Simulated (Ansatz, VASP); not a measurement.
MgI2: VASP beside Ansatz

```
Mg I
1.0
     4.07748    0.00000    0.00000
    -2.03874    3.53120    0.00000
     0.00000    0.00000    6.68856
Mg I
1 2
Direct
  0.00000 0.00000 0.00000
  0.33333 0.66667 0.74487
  0.66667 0.33333 0.25513
```

Alike in both runs: task single point; functional LDA; k mesh 6 × 6 × 4; occupations gaussian, width 0.05 eV; no spin polarisation.

|  | VASP | Ansatz |
| --- | --- | --- |
| version | VASP 6.6.1 | Ansatz 0.2.0 |
| potentials or method | VASP PAW LDA potentials, release 64 (Mg, I), cutoff 520 eV | scalar-relativistic, plane waves, PAW |
| valence electrons in the cell | 16 | 44 |

|  | VASP | Ansatz | Ansatz less VASP |
| --- | --- | --- | --- |
| gap on the k mesh at the Fermi level (eV) | 3.29 | 3.31 | +0.020 |
| least direct gap on the mesh (eV) | 3.50 | 3.49 | -0.007 |
| pressure (GPa) | -0.9 | -0.8 | +0.11 |
| traceless stress, the component that is largest in VASP (GPa) | -0.42 | -0.44 | -0.018 |
| rms of the force components (eV/Å) | 0.137 | 0.132 | -0.0053 |

LDA's correlation is that of Perdew and Zunger in VASP and of Perdew and Wang (1992) in Ansatz. Atom by atom the forces differ by 0.005 eV/Å (rms over components). VASP's potentials hold 16 valence electrons a cell and Ansatz's 44, so a difference there can come from the potentials and not from the codes.

Neither program's run includes spin-orbit coupling.
